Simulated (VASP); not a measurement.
The system is Bi2TeO3.

```
CELL_PARAMETERS angstrom
4.88240 0.00000 0.00000
0.00000 4.88240 0.00000
0.00000 0.00000 5.24250
ATOMIC_POSITIONS crystal
Bi 0.50000 0.50000 0.50000
Bi 0.00000 0.00000 0.50000
Te 0.50000 0.50000 0.00000
O 0.00000 0.00000 0.00000
O 0.00000 0.50000 0.00000
O 0.50000 0.00000 0.00000
```

The cell was generated, and may not be a known phase.

* Program: VASP 6.6.1
* Task: relaxation of cell and atoms
* Functional: PBE
* Potentials or basis: VASP PAW PBE potentials, release 64 (Bi_d, Te, O)
* Cutoff: 600 eV
* k mesh: 4 × 4 × 4
* Occupations: gaussian, width 0.1 eV
* Spin: no spin polarisation

At the start: pressure -3.3 GPa; volume 20.83 Å³/atom.

Problem. Where does the relaxation end?

Solution. Over 7 steps the energy falls by 275.0 meV/atom and the volume is 19.33 Å³/atom (-7.2 %); space group P4/mmm (No. 123, to 0.1 Å) before and after.

The path:
```tsv
step	energy change (eV)	largest force (eV/Å)	pressure (GPa)	volume (Å³)
1	0.0000	0.0000	-3.33	124.97
2	-1.5104	0.0000	-1.13	116.30
3	-1.6243	0.0000	2.59	112.60
4	-1.6304	0.0000	1.82	113.25
5	-1.6294	0.0000	2.10	112.99
6	-1.6475	0.0000	-0.78	117.03
7	-1.6499	0.0000	-0.07	115.97
```

Final structure:
```cif
data_structure
_symmetry_space_group_name_H-M 'P 1'
_symmetry_Int_Tables_number 1
_cell_length_a 4.4234
_cell_length_b 4.4234
_cell_length_c 5.9267
_cell_angle_alpha 90.000
_cell_angle_beta 90.000
_cell_angle_gamma 90.000
_cell_volume 115.97
loop_
_atom_site_label
_atom_site_type_symbol
_atom_site_fract_x
_atom_site_fract_y
_atom_site_fract_z
_atom_site_occupancy
Bi1 Bi 0.50000 0.50000 0.50000 1
Bi2 Bi 0.00000 0.00000 0.50000 1
Te1 Te 0.50000 0.50000 0.00000 1
O1 O 0.00000 0.00000 0.00000 1
O2 O 0.00000 0.50000 0.00000 1
O3 O 0.50000 0.00000 0.00000 1
```
